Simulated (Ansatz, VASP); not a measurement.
Te2Mo: VASP beside Ansatz

Contents of INCAR:

```
SYSTEM = Te2Mo
  PREC = Accurate
  ENCUT = 520
  EDIFF = 1E-7
  ISMEAR = 0
  SIGMA = 0.02
  LREAL = .False.
  LASPH = .True.
  NELM = 100
  ALGO = Normal
  ISIF = 2
  LWAVE = .False.
  LCHARG = .False.
  LDIPOL = .True.
  IDIPOL = 3
  DIPOL = 0.5 0.5 0.500
  GGA = PE
  IVDW = 12
  NBANDS = 20
```

Contents of KPOINTS:

```
Automatic mesh
0
Gamma
  9 9 1
  0 0 0
```

Contents of POSCAR:

```
Te2Mo
1.0
    3.3170000000      0.0000000000      0.0000000000
   -1.6585000000      2.8726062644      0.0000000000
    0.0000000000      0.0000000000     33.2698832047
Te Mo
2 1
Direct
    0.3333333333      0.6666666667      0.4397052287
    0.3333333333      0.6666666667      0.5602947713
    0.6666666667      0.3333333333      0.5000000000
```

Input for Ansatz:

```yaml
crystal:
  lattice:
    - [3.317, 0.0, 0.0]
    - [-1.6585, 2.8726062644, 0.0]
    - [0.0, 0.0, 33.2698832047]
  atoms:
    - { symbol: Te, position: [0.3333333333, 0.6666666667, 0.4397052287] }
    - { symbol: Mo, position: [0.6666666667, 0.3333333333, 0.5] }
    - { symbol: Te, position: [0.3333333333, 0.6666666667, 0.5602947713] }
  periodic: [true, true, false]
basis:
  ecutwfc: 420
kpoints:
  mp_grid: { grid: [9, 9, 1] }
hamiltonian:
  xc: pbe
  pseudopotentials: { kind: paw, azcp: { folder: soft_1 } }
  dispersion: d3bj
scf:
  occupations: { method: gaussian, width: 0.02 }
output:
  forces: true
  stress: true
  eigenvalues: true
  write_density: true
  write_potential: true
  elf: true
  volumetric_format: npy
```

Alike in both runs: task single point; functional PBE; dispersion D3(BJ); k mesh 9 × 9 × 1; occupations gaussian, width 0.02 eV; no spin polarisation.

```csv
,VASP,Ansatz
version,VASP 6.6.1,Ansatz 0.2.0
potentials or method,"VASP PAW PBE potentials, release 64 (Te, Mo_sv), cutoff 520 eV","scalar-relativistic, plane waves, PAW"
valence electrons in the cell,26,46
```

```csv
,VASP,Ansatz,Ansatz less VASP
gap on the k mesh at the Fermi level (eV),0.39,0.39,-0.001
least direct gap on the mesh (eV),0.85,0.85,-0.002
rms of the force components (eV/Å),0.625,0.628,+0.0034
```

VASP's potentials hold 26 valence electrons a cell and Ansatz's 46, so a difference there can come from the potentials and not from the codes. Ansatz's warnings: xc potential rough in thin density.

Spin-orbit coupling is off throughout.
